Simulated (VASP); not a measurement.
Rh, 1 atom in the cell. The structure is cubic, space group Fm-3m (No. 225). Conventional cell: a = 3.754 Å, b = 3.754 Å, c = 3.754 Å, α = 90.00°, β = 90.00°, γ = 90.00°. Rh (site symmetry m-3m) has 12 Rh at 2.65 Å within 3.5 Å. 

| Property | Result |
| --- | --- |
| Program | VASP 6.6.1 |
| Task | single point |
| Functional | LDA |
| Potentials or basis | VASP PAW LDA potentials, release 64 (Rh_pv) |
| Cutoff | 500 eV |
| k mesh | 23 × 23 × 23 |
| Occupations | fermi-dirac, width 0.05 eV |
| Spin | no spin polarisation |
| Dipole correction | no |
| Further INCAR settings | ALGO = Normal; EDIFF = 1e-06; NBANDS = 14 |

Potentials or basis: VASP PAW LDA potentials, release 64 (Rh_pv).

Command:

```sh
$ cat potpaw_LDA.64/Rh_pv/POTCAR > POTCAR
$ mpirun -np 1 vasp_std > vasp.out
```

Hardware: 1 thread of Intel Xeon 8259CL, on a shared host.

Problem. How long does it take, and how much memory?

Solution. It took 86 s on 1 thread of Intel Xeon 8259CL, with other jobs on the host, peak memory 0.16 GiB. Counts: scf iterations 11, k points 364.
